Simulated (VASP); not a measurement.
Crystal: Ni.

```
CELL_PARAMETERS angstrom
3.93413 0.00000 0.00000
-1.96706 3.40706 0.00000
0.00000 0.00000 2.43916
ATOMIC_POSITIONS crystal
Ni 0.00000 0.00000 0.00000
Ni 0.33333 0.66667 0.50000
Ni 0.66667 0.33333 0.50000
```

This isn't the form of Ni at room conditions, which is fcc.

```yaml
Program: VASP 6.6.1
Task: relaxation of cell and atoms
Functional: PBE
Potentials_or_basis: VASP PAW PBE potentials, release 64 (Ni)
Cutoff: 600 eV
k_mesh: 9 × 9 × 12
Occupations: fermi-dirac, width 0.08 eV
Spin: collinear spin, ferromagnetic start
Starting_moments: "[1.0, 1.0, 1.0] μB"
```

At the start: pressure 4.2 GPa; volume 10.90 Å³/atom.

Task: Where does the relaxation end?

Result: Over 6 steps the energy falls by 6.8 meV/atom and the volume is 11.12 Å³/atom (+2.0 %); space group P6/mmm (No. 191, to 0.1 Å) before and after; moment 1.83 μB per cell.

The path:
| step | energy change (eV) | largest force (eV/Å) | pressure (GPa) | volume (Å³) |
| --- | --- | --- | --- | --- |
| 1 | 0.0000 | 0.0000 | 4.18 | 32.69 |
| 2 | -0.0123 | 0.0000 | -3.62 | 34.05 |
| 3 | -0.0185 | 0.0000 | -0.94 | 33.54 |
| 4 | -0.0205 | 0.0000 | -0.10 | 33.34 |
| 5 | -0.0205 | 0.0000 | 0.07 | 33.34 |
| 6 | -0.0205 | 0.0000 | 0.04 | 33.35 |

Final structure:
```
Ni
1.0
     3.99186    0.00000    0.00000
    -1.99593    3.45706    0.00000
     0.00000    0.00000    2.41695
Ni
3
Direct
  0.00000 0.00000 0.00000
  0.33333 0.66667 0.50000
  0.66667 0.33333 0.50000
```
